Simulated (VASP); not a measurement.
# OsPd4 (P-43m) in VASP: a series of runs

OsPd4 is run at these levels: PBE; tasks: single point, relaxation of cell and atoms.

Everything below comes from runs of VASP 6.6.1. Logs are shortened: lines on timing, memory, paths and dates and some standing lists are left out, and cuts for length are marked.

### 1 The cell of the first run

Symmetry: P-43m, No. 215, cubic system. Conventional cell: a = 4.328 Å, b = 4.328 Å, c = 4.328 Å, α = 90.00°, β = 90.00°, γ = 90.00°. Within 2.5 Å of Pd (site symmetry 3m) lie 1 Os at 1.87 Å. Os (site symmetry -43m) has 4 Pd at 1.87 Å within 2.5 Å.

The cell was generated, and may not be a known phase.

### 2 Single point, PBE

INCAR reads:

```
  PREC = Accurate
  ENCUT = 600
  EDIFF = 1E-6
  ISMEAR = 0
  SIGMA = 0.1
  LREAL = F
  LASPH = T
  NELM = 120
  ALGO = Normal
  ISIF = 2
  LWAVE = F
  LCHARG = T
  GGA = PE
  LELF = T
  LVHAR = T
  NBANDS = 32
  GGA_COMPAT = F
```

KPOINTS reads:

```
regular mesh
0
Gamma
  4 4 4
```

POSCAR reads:

```
OsPd4
1.0
    4.3280711600      0.0000000000      0.0000000000
    0.0000000000      4.3280711600      0.0000000000
    0.0000000000      0.0000000000      4.3280711600
Pd Os
4 1
Direct
    0.2500000000      0.2500000000      0.2500000000
    0.7500000000      0.7500000000      0.2500000000
    0.2500000000      0.7500000000      0.7500000000
    0.7500000000      0.2500000000      0.7500000000
    0.0000000000      0.0000000000      0.0000000000
```

Potentials or basis: VASP PAW PBE potentials, release 64 (Pd, Os).

Launch:

```console
$ cat potpaw_PBE.64/Pd/POTCAR potpaw_PBE.64/Os/POTCAR > POTCAR
$ mpirun -np 1 vasp_std > vasp.out
```

OUTCAR:

```text
PREC = Accurate
   ENCUT = 600
   EDIFF = 1E-6
   ISMEAR = 0
   LREAL = F
   LASPH = T
   NELM = 120
   ISIF = 2
   GGA = PE

 ion  position               nearest neighbor table
   1  0.250  0.250  0.250-   5 1.87   3 3.06   4 3.06   2 3.06   3 3.06   4 3.06   2 3.06   3 3.06
                             3 3.06   2 3.06   4 3.06   4 3.06   2 3.06
   2  0.750  0.750  0.250-   5 1.87   3 3.06   4 3.06   1 3.06   3 3.06   4 3.06   1 3.06   4 3.06
                             4 3.06   1 3.06   3 3.06   3 3.06   1 3.06
   3  0.250  0.750  0.750-   5 1.87   2 3.06   4 3.06   1 3.06   1 3.06   2 3.06   1 3.06   4 3.06
                             1 3.06   2 3.06   4 3.06   2 3.06   4 3.06
   4  0.750  0.250  0.750-   5 1.87   2 3.06   3 3.06   1 3.06   1 3.06   2 3.06   2 3.06   3 3.06
                             2 3.06   1 3.06   3 3.06   1 3.06   3 3.06
   5  0.000  0.000  0.000-   1 1.87   2 1.87   3 1.87   4 1.87

  LATTYP: Found a simple cubic cell.
 ALAT       =     4.3280711600

  Lattice vectors:

 A1 = (   4.3280711600,   0.0000000000,   0.0000000000)
 A2 = (   0.0000000000,   4.3280711600,   0.0000000000)
 A3 = (   0.0000000000,   0.0000000000,   4.3280711600)

Analysis of symmetry for initial positions (statically):
=====================================================================
 Subroutine PRICEL returns:
 Original cell was already a primitive cell.

 Routine SETGRP: Setting up the symmetry group for a
 simple cubic supercell.

 Subroutine GETGRP returns: Found 24 space group operations
 (whereof 24 operations were pure point group operations)
 out of a pool of 48 trial point group operations.

The static configuration has the point symmetry T_d .

Analysis of symmetry for dynamics (positions and initial velocities):
=====================================================================
 Subroutine PRICEL returns:
 Original cell was already a primitive cell.

 Routine SETGRP: Setting up the symmetry group for a
 simple cubic supercell.

 Subroutine GETGRP returns: Found 24 space group operations
 (whereof 24 operations were pure point group operations)
 out of a pool of 48 trial point group operations.

The dynamic configuration has the point symmetry T_d .

 Subroutine INISYM returns: Found 24 space group operations
 (whereof 24 operations are pure point group operations),
 and found     1 'primitive' translations

----------------------------------------------------------------------------------------

                                     Primitive cell

  volume of cell :      81.0743

  direct lattice vectors                    reciprocal lattice vectors
     4.328071160  0.000000000  0.000000000     0.231049806  0.000000000  0.000000000
     0.000000000  4.328071160  0.000000000     0.000000000  0.231049806  0.000000000
     0.000000000  0.000000000  4.328071160     0.000000000  0.000000000  0.231049806

  length of vectors
     4.328071160  4.328071160  4.328071160     0.231049806  0.231049806  0.231049806

  position of ions in fractional coordinates (direct lattice)
     0.250000000  0.250000000  0.250000000
     0.750000000  0.750000000  0.250000000
     0.250000000  0.750000000  0.750000000
     0.750000000  0.250000000  0.750000000
     0.000000000  0.000000000  0.000000000

  ion indices of the primitive-cell ions
   primitive index   ion index
                 1           1
                 2           2
                 3           3
                 4           4
                 5           5

----------------------------------------------------------------------------------------

 KPOINTS: regular mesh

Automatic generation of k-mesh.
 Grid dimensions read from file:
 generate k-points for:    4    4    4

 Generating k-lattice:

  Cartesian coordinates                     Fractional coordinates (reciprocal lattice)
     0.057762451  0.000000000  0.000000000     0.250000000  0.000000000  0.000000000
     0.000000000  0.057762451  0.000000000     0.000000000  0.250000000  0.000000000
     0.000000000  0.000000000  0.057762451     0.000000000  0.000000000  0.250000000

  Length of vectors
     0.057762451  0.057762451  0.057762451

  Shift w.r.t. Gamma in fractional coordinates (k-lattice)
     0.000000000  0.000000000  0.000000000

 Subroutine IBZKPT returns following result:
 ===========================================

 Found     10 irreducible k-points:

 Following reciprocal coordinates:
            Coordinates               Weight
  0.000000  0.000000  0.000000      1.000000
  0.250000  0.000000  0.000000      6.000000
  0.500000  0.000000  0.000000      3.000000
  0.250000  0.250000  0.000000     12.000000
  0.500000  0.250000  0.000000     12.000000
  0.500000  0.500000  0.000000      3.000000
  0.250000  0.250000  0.250000      8.000000
  0.500000  0.250000  0.250000     12.000000
  0.500000  0.500000  0.250000      6.000000
  0.500000  0.500000  0.500000      1.000000
   k-points           NKPTS =     10   k-points in BZ     NKDIM =     10   number of bands    NBANDS=     32
   number of dos      NEDOS =    301   number of ions     NIONS =      5
   total plane-waves  NPLWV =  46656
   dimension x,y,z NGX =    36 NGY =   36 NGZ =   36
   dimension x,y,z NGXF=    72 NGYF=   72 NGZF=   72
   ions per type =               4   1
   NGX,Y,Z   is equivalent  to a cutoff of  13.83, 13.83, 13.83 a.u.
   NGXF,Y,Z  is equivalent  to a cutoff of  27.66, 27.66, 27.66 a.u.
 SYSTEM =  unknown system
   PREC   = accura    normal or accurate (medium, high low for compatibility)
   ISTART =      0    job   : 0-new  1-cont  2-samecut
   ICHARG =      2    charge: 1-file 2-atom 10-const
   ISPIN  =      1    spin polarized calculation?
   LNONCOLLINEAR =      F non collinear calculations
   LSORBIT =      F    spin-orbit coupling
   LASPH  =      T    aspherical Exc in radial PAW
   ENCUT  =  600.0 eV  44.10 Ry    6.64 a.u.   8.64  8.64  8.64*2*pi/ulx,y,z
   NELM   =    120;   NELMIN=  2; NELMDL= -5     # of ELM steps
   EDIFF  = 0.1E-05   stopping-criterion for ELM
   LREAL  =      F    real-space projection
   EDIFFG = 0.1E-04   stopping-criterion for IOM
   NSW    =      0    number of steps for IOM
   IBRION =     -1    ionic relax: 0-MD 1-quasi-New 2-CG
   NFREE  =      0    steps in history (QN), initial steepest desc. (CG)
   ISIF   =      2    stress and relaxation
   ISYM   =      2    0-nonsym 1-usesym 2-fastsym
   POTIM  = 0.5000    time-step for ionic-motion
   TEBEG  =    0.0;   TEEND  =   0.0 temperature during run
   PSTRESS=    0.0 pullay stress
   NELECT =      48.0000    total number of electrons
   NUPDOWN=      -1.0000    fix difference up-down
   EMIN   =  10.00;   EMAX   =-10.00  energy-range for DOS
   EFERMI =   0.00;   METHOD = LEGACY
   ISMEAR =     0;   SIGMA  =   0.10  broadening in eV -4-tet -1-fermi 0-gaus
   EFERMI_NEDOS =   21; number of points for ismear=-14 and -15
   IALGO  =     38    algorithm
   IMIX   =      4    mixing-type and parameters
     AMIX     =   0.40;   BMIX     =  1.00
     AMIX_MAG =   1.60;   BMIX_MAG =  1.00
  volume/ion in A,a.u.               =      16.21       109.42
  Fermi-wavevector in a.u.,A,eV,Ry     =   1.374656  2.597724 25.710663  1.889680
  Thomas-Fermi vector in A             =   2.500063
   LORBIT       =      0    0 simple, 1 ext, 2 COOP (PROOUT), +10 PAW based schemes
   GGA     = PE    functional components
   LHFCALC =     F    Hartree Fock is set to
   AEXX    =    0.0000 exact exchange contribution
   IVDW    =     0    specifies the selected vdW correction
   LEPSILON=     F    determine dielectric tensor
   LRPA    =     F    only Hartree local field effects (RPA)
 non-spin polarized calculation
 Gauss-broadening in eV      SIGMA  =   0.10
  energy-cutoff  :      600.00
  volume of cell :       81.07
 maximum number of plane-waves:      2730
 NGX is ok and might be reduce to    36
   NGX = 17   NGY = 17   NGZ = 17

 number of electron      47.9999993 magnetization

 Free energy of the ion-electron system (eV)
  ---------------------------------------------------
  ext. energy  EPLUGINS =         0.00000000
  ---------------------------------------------------
  free energy    TOTEN  =       -11.99767287 eV

  energy without entropy =      -11.94043603  energy(sigma->0) =      -11.96905445

 E-fermi :   9.9083     XC(G=0): -12.4544

 val. band max:        9.9081178525   @ k =   0.5000   0.0000   0.0000
 cond. band min:       9.9223087012   @ k =   0.2500   0.2500   0.2500
 fundamental gap:      0.0141908487
 Fermi energy:         9.9082582170

 k-point     1 :       0.0000    0.0000    0.0000
  band No.  band energies     occupation
      1      -0.0313      2.00000
      2      -0.0313      2.00000
      3       0.2770      2.00000
      4       0.2770      2.00000
      5       0.2770      2.00000
      6       1.3947      2.00000
[... 24 lines left out ...]
     31      15.1712      0.00000
     32      15.1712      0.00000

 k-point     2 :       0.2500    0.0000    0.0000
  band No.  band energies     occupation
      1       0.0339      2.00000
      2       0.0826      2.00000
      3       0.2292      2.00000
      4       0.3250      2.00000
      5       0.3250      2.00000
      6       1.9838      2.00000
[... 24 lines left out ...]
     31      15.2615      0.00000
     32      17.1771      0.00000

 k-point     3 :       0.5000    0.0000    0.0000
  band No.  band energies     occupation
      1       0.1038      2.00000
      2       0.1712      2.00000
      3       0.2201      2.00000
      4       0.3738      2.00000
      5       0.3738      2.00000
      6       3.0402      2.00000
[... 24 lines left out ...]
     31      15.5678      0.00000
     32      15.7192      0.00000

 k-point     4 :       0.2500    0.2500    0.0000
  band No.  band energies     occupation
      1       0.0608      2.00000
      2       0.1815      2.00000
      3       0.2368      2.00000
      4       0.3371      2.00000
      5       0.4227      2.00000
      6       2.5124      2.00000
[... 164 lines left out ...]
     31      14.1886      0.00000
     32      17.0928      0.00000

 k-point     9 :       0.5000    0.5000    0.2500
  band No.  band energies     occupation
      1       0.1606      2.00000
      2       0.3935      2.00000
      3       0.4480      2.00000
      4       0.5705      2.00000
      5       0.5705      2.00000
      6       3.1654      2.00000
[... 24 lines left out ...]
     31      15.4420      0.00000
     32      15.4420      0.00000

 k-point    10 :       0.5000    0.5000    0.5000
  band No.  band energies     occupation
      1       0.2994      2.00000
      2       0.2994      2.00000
      3       0.6663      2.00000
      4       0.6663      2.00000
      5       0.6663      2.00000
      6       2.7285      2.00000
[... 24 lines left out ...]
     31      14.4699      0.00000
     32      14.4699      0.00000

------------------------ aborting loop because EDIFF is reached ----------------------------------------

  FORCE on cell =-STRESS in cart. coord.  units (eV):
  Direction    XX          YY          ZZ          XY          YZ          ZX
  --------------------------------------------------------------------------------------
  -------------------------------------------------------------------------------------
  Total       49.8224885     49.8224885     49.8224885      0.0000000      0.0000000     -0.0000000
  in kB      984.5841043    984.5841043    984.5841043      0.0000000      0.0000000     -0.0000000
  external PRESSURE =     984.5841043 kB  Pullay stress =       0.0000000 kB

 VOLUME and BASIS-vectors are now :
 -----------------------------------------------------------------------------
  energy-cutoff  :      600.00
  volume of cell :       81.07
      direct lattice vectors                 reciprocal lattice vectors
     4.328071160  0.000000000  0.000000000     0.231049806  0.000000000  0.000000000
     0.000000000  4.328071160  0.000000000     0.000000000  0.231049806  0.000000000
     0.000000000  0.000000000  4.328071160     0.000000000  0.000000000  0.231049806

 POSITION                                       TOTAL-FORCE (eV/Angst)
 -----------------------------------------------------------------------------------
      1.08202      1.08202      1.08202        11.963914     11.963914     11.963914
      3.24605      3.24605      1.08202       -11.963914    -11.963914     11.963914
      1.08202      3.24605      3.24605        11.963914    -11.963914    -11.963914
      3.24605      1.08202      3.24605       -11.963914     11.963914    -11.963914
      0.00000      0.00000      0.00000        -0.000000     -0.000000     -0.000000
 -----------------------------------------------------------------------------------
    total drift:                                0.000000      0.000000     -0.000000

  FREE ENERGIE OF THE ION-ELECTRON SYSTEM (eV)
  ---------------------------------------------------
  free  energy   TOTEN  =       -11.9976728681 eV

  energy  without entropy=      -11.9404360322  energy(sigma->0) =      -11.96905445
```

It took 65 s on 1 thread of Intel Xeon 8259CL, shared host; peak memory 0.22 GiB.

Results:

| Property | Result |
| --- | --- |
| Free energy | -11.9977 eV |
| Pressure | 98.5 GPa |
| Band gap on the k mesh | zero (bands 24 and 25 overlap by 0.80 eV) |

Caveat: the k points lie up to 0.36 Å⁻¹ apart, too coarse for converged energies and pressures of a metal; atoms lie so close that the PAW spheres overlap strongly, which falsifies energies and pressures; spin-orbit coupling is left out, which moves the levels of the heavy elements.

### 3 Single point, PBE

This run uses another cell than the first one, of 19.15 Å³/atom.

INCAR reads:

```
SYSTEM = OsPd4
ALGO = Normal ; EDIFF = 1E-6
ENCUT = 600 ; GGA = PE
GGA_COMPAT = .FALSE. ; ISIF = 2
ISMEAR = 0 ; LASPH = .TRUE.
LCHARG = .FALSE. ; LREAL = .FALSE.
LWAVE = .FALSE. ; NBANDS = 32
NELM = 120 ; PREC = Accurate
SIGMA = 0.1
```

KPOINTS reads:

```
k-points
0
G
  4 4 4
  0 0 0
```

POSCAR reads:

```
OsPd4
1.0
    4.5747116937      0.0000000000      0.0000000000
    0.0000000000      4.5747116937      0.0000000000
    0.0000000000      0.0000000000      4.5747116937
Pd Os
4 1
Direct
    0.2955374700      0.2955374700      0.2955374700
    0.7044625300      0.7044625300      0.2955374700
    0.2955374700      0.7044625300      0.7044625300
    0.7044625300      0.2955374700      0.7044625300
    0.0000000000      0.0000000000      0.0000000000
```

Potentials or basis: VASP PAW PBE potentials, release 64 (Pd, Os).

Launch:

```console
$ cat potpaw_PBE.64/Pd/POTCAR potpaw_PBE.64/Os/POTCAR > POTCAR
$ mpirun -np 1 vasp_std > vasp.out
```

OUTCAR:

```text
SYSTEM = OsPd4
   EDIFF = 1E-6
   ENCUT = 600
   GGA = PE
   ISIF = 2
   ISMEAR = 0
   LASPH = .TRUE.
   LREAL = .FALSE.
   NELM = 120
   PREC = Accurate

 ion  position               nearest neighbor table
   1  0.296  0.296  0.296-   5 2.34   3 2.65   4 2.65   2 2.65   3 3.29   4 3.29   2 3.29   3 3.29
                             2 3.29   4 3.29
   2  0.704  0.704  0.296-   5 2.34   3 2.65   4 2.65   1 2.65   1 3.29   3 3.29   1 3.29   4 3.29
                             3 3.29   4 3.29
   3  0.296  0.704  0.704-   5 2.34   2 2.65   4 2.65   1 2.65   1 3.29   4 3.29   1 3.29   2 3.29
                             2 3.29   4 3.29
   4  0.704  0.296  0.704-   5 2.34   2 2.65   3 2.65   1 2.65   1 3.29   3 3.29   1 3.29   2 3.29
                             2 3.29   3 3.29
   5  0.000  0.000  0.000-   1 2.34   2 2.34   3 2.34   4 2.34

  LATTYP: Found a simple cubic cell.
 ALAT       =     4.5747116937

  Lattice vectors:

 A1 = (   4.5747116937,   0.0000000000,   0.0000000000)
 A2 = (   0.0000000000,   4.5747116937,   0.0000000000)
 A3 = (   0.0000000000,   0.0000000000,   4.5747116937)

Analysis of symmetry for initial positions (statically):
[... 165 lines left out ...]
 E-fermi :   6.4831     XC(G=0): -11.6105

 val. band max:        6.4759824729   @ k =   0.5000   0.2500   0.2500
 cond. band min:       6.5401800190   @ k =   0.5000   0.2500   0.0000
 fundamental gap:      0.0641975461
 Fermi energy:         6.4831234588

 k-point     1 :       0.0000    0.0000    0.0000
  band No.  band energies     occupation
      1      -0.3655      2.00000
      2       1.6434      2.00000
      3       1.6434      2.00000
      4       1.6883      2.00000
      5       1.7294      2.00000
      6       1.7294      2.00000
[... 339 lines left out ...]
     31      10.8756      0.00000
     32      10.8756      0.00000

------------------------ aborting loop because EDIFF is reached ----------------------------------------

  FORCE on cell =-STRESS in cart. coord.  units (eV):
  Direction    XX          YY          ZZ          XY          YZ          ZX
  --------------------------------------------------------------------------------------
  -------------------------------------------------------------------------------------
  Total       -0.4615299     -0.4615299     -0.4615299      0.0000000     -0.0000000      0.0000000
  in kB       -7.7235899     -7.7235899     -7.7235899      0.0000000     -0.0000000      0.0000000
  external PRESSURE =      -7.7235899 kB  Pullay stress =       0.0000000 kB

 VOLUME and BASIS-vectors are now :
 -----------------------------------------------------------------------------
  energy-cutoff  :      600.00
  volume of cell :       95.74
      direct lattice vectors                 reciprocal lattice vectors
     4.574711694  0.000000000  0.000000000     0.218593010  0.000000000  0.000000000
     0.000000000  4.574711694  0.000000000     0.000000000  0.218593010  0.000000000
     0.000000000  0.000000000  4.574711694     0.000000000  0.000000000  0.218593010

 POSITION                                       TOTAL-FORCE (eV/Angst)
 -----------------------------------------------------------------------------------
      1.35200      1.35200      1.35200        -0.035871     -0.035871     -0.035871
      3.22271      3.22271      1.35200         0.035871      0.035871     -0.035871
      1.35200      3.22271      3.22271        -0.035871      0.035871      0.035871
      3.22271      1.35200      3.22271         0.035871     -0.035871      0.035871
      0.00000      0.00000      0.00000         0.000000      0.000000      0.000000
 -----------------------------------------------------------------------------------
    total drift:                                0.000000      0.000000      0.000000

  FREE ENERGIE OF THE ION-ELECTRON SYSTEM (eV)
  ---------------------------------------------------
  free  energy   TOTEN  =       -26.6584311529 eV

  energy  without entropy=      -26.6263814314  energy(sigma->0) =      -26.64240629
```

OSZICAR:

```text
N       E                     dE             d eps       ncg     rms          rms(c)
DAV:   1     0.338502558498E+03    0.33850E+03   -0.25553E+04   640   0.159E+03
DAV:   2    -0.157589522895E+02   -0.35426E+03   -0.32921E+03   680   0.366E+02
DAV:   3    -0.281491644440E+02   -0.12390E+02   -0.11607E+02   752   0.682E+01
DAV:   4    -0.283556629723E+02   -0.20650E+00   -0.20610E+00   672   0.101E+01
DAV:   5    -0.283602743276E+02   -0.46114E-02   -0.46103E-02   784   0.141E+00    0.159E+01
DAV:   6    -0.273210262683E+02    0.10392E+01   -0.52467E+00   960   0.168E+01    0.931E+00
DAV:   7    -0.270913972586E+02    0.22963E+00   -0.28921E+00   864   0.191E+01    0.770E+00
DAV:   8    -0.266688732567E+02    0.42252E+00   -0.40051E-01   872   0.757E+00    0.270E+00
DAV:   9    -0.266585605940E+02    0.10313E-01   -0.73096E-02   648   0.156E+00    0.475E-01
DAV:  10    -0.266584323397E+02    0.12825E-03   -0.14608E-03   880   0.290E-01    0.256E-01
DAV:  11    -0.266584294374E+02    0.29022E-05   -0.25615E-04   712   0.110E-01    0.287E-02
DAV:  12    -0.266584302214E+02   -0.78395E-06   -0.11955E-05   736   0.222E-02    0.101E-02
DAV:  13    -0.266584314476E+02   -0.12262E-05   -0.91450E-07   424   0.610E-03    0.243E-03
DAV:  14    -0.266584311529E+02    0.29466E-06   -0.15061E-07   408   0.299E-03
   1 F= -.26658431E+02 E0= -.26642406E+02  d E =-.320497E-01
```

It took 74 s on 1 thread of Intel Xeon 8259CL, shared host; peak memory 0.25 GiB.

What came out:

```
Free energy            : -26.6584 eV
Pressure               : -0.8 GPa
Largest force          : 0.062 eV/Å
Band gap on the k mesh : zero (bands 24 and 25 overlap by 0.74 eV)
```

Forces in eV/Å, atoms in the order of the input:
```
Pd  -0.036 -0.036 -0.036
Pd   0.036  0.036 -0.036
Pd  -0.036  0.036  0.036
Pd   0.036 -0.036  0.036
Os   0.000  0.000  0.000
```

Caveat: spin-orbit coupling is left out, which moves the levels of the heavy elements.

(Part 1 of 2 ends here.)

The gap in the log of VASP goes by the Fermi energy; the results here count the filled bands.